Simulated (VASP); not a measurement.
# Ge: single point with PBE+D3(BJ)

Crystal: Ge.

```
CELL_PARAMETERS angstrom
0.00000 2.83687 2.83687
2.83687 0.00000 2.83687
2.83687 2.83687 0.00000
ATOMIC_POSITIONS crystal
Ge 0.00000 0.00000 0.00000
Ge 0.25000 0.25000 0.25000
```

```
Program                : VASP 6.6.1
Task                   : single point
Functional             : PBE
Dispersion             : D3(BJ)
Potentials or basis    : VASP PAW PBE potentials, release 64 (Ge_d)
Cutoff                 : 500 eV
k mesh                 : 6 × 6 × 6
Occupations            : fermi-dirac, width 0.02 eV
Spin                   : no spin polarisation
Dipole correction      : no
Further INCAR settings : ALGO = Normal; EDIFF = 1e-06; NBANDS = 21
```

* Pressure: 0.8 GPa
* Band gap on the k mesh: zero (filled and empty bands touch)
* Dispersion energy per atom: -0.295 eV

Levels at points of the mesh, in eV from the Fermi level:
```tsv
k point	band 12	band 13	band 14	band 15	band 16	band 17
(0.00, 0.00, 0.00)	-0.06	-0.02	-0.02	-0.02	2.53	2.53
(0.50, 0.00, 0.00)	-7.57	-1.41	-1.41	0.14	3.73	3.73
(0.50, 0.50, 0.00)	-8.87	-3.06	-3.06	0.75	0.75	9.43
```

Run time: 28 s on 1 thread of Intel Xeon 8259CL, with other jobs on the host, peak memory 0.16 GiB.

Caveat: pairwise dispersion overbinds metals, which lowers pressure and volume.
